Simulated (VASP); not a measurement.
A run of VASP 6.6.1 is set up as follows.

INCAR

```
SYSTEM = YBe
PREC = Accurate
ENCUT = 600
EDIFF = 1E-7
ISMEAR = 0
SIGMA = 0.1
LREAL = .FALSE.
LASPH = .TRUE.
NELM = 60
ALGO = Normal
ISIF = 3
LWAVE = .FALSE.
LCHARG = .FALSE.
GGA = PE
IBRION = 2
NSW = 90
EDIFFG = -0.04
```

KPOINTS

```
regular mesh
0
G
  6 6 6
  0 0 0
```

The input POSCAR:

```
YBe
1.0
    3.2778242459      0.0000000000      0.0000000000
    0.0000000000      3.2778242459      0.0000000000
    0.0000000000      0.0000000000      3.2778242459
Y Be
1 1
Direct
    0.0000000000      0.0000000000      0.0000000000
    0.5000000000      0.5000000000      0.5000000000
```

Potentials or basis: VASP PAW PBE potentials, release 64 (Y_sv, Be).

The run is started by

```sh
$ cat potpaw_PBE.64/Y_sv/POTCAR potpaw_PBE.64/Be/POTCAR > POTCAR
$ mpirun -np 1 vasp_std > vasp.out
```

What does it give for the relaxed volume?

20.00 Å³/atom.

What does it give for the relaxed cell?

a = 3.420 Å, b = 3.420 Å, c = 3.420 Å, α = 90.00°, β = 90.00°, γ = 90.00°.

Final structure:
```cif
data_structure
_symmetry_space_group_name_H-M 'P 1'
_symmetry_Int_Tables_number 1
_cell_length_a 3.4197
_cell_length_b 3.4197
_cell_length_c 3.4197
_cell_angle_alpha 90.000
_cell_angle_beta 90.000
_cell_angle_gamma 90.000
_cell_volume 39.99
loop_
_atom_site_label
_atom_site_type_symbol
_atom_site_fract_x
_atom_site_fract_y
_atom_site_fract_z
_atom_site_occupancy
Y1 Y 0.00000 0.00000 0.00000 1
Be1 Be 0.50000 0.50000 0.50000 1
```
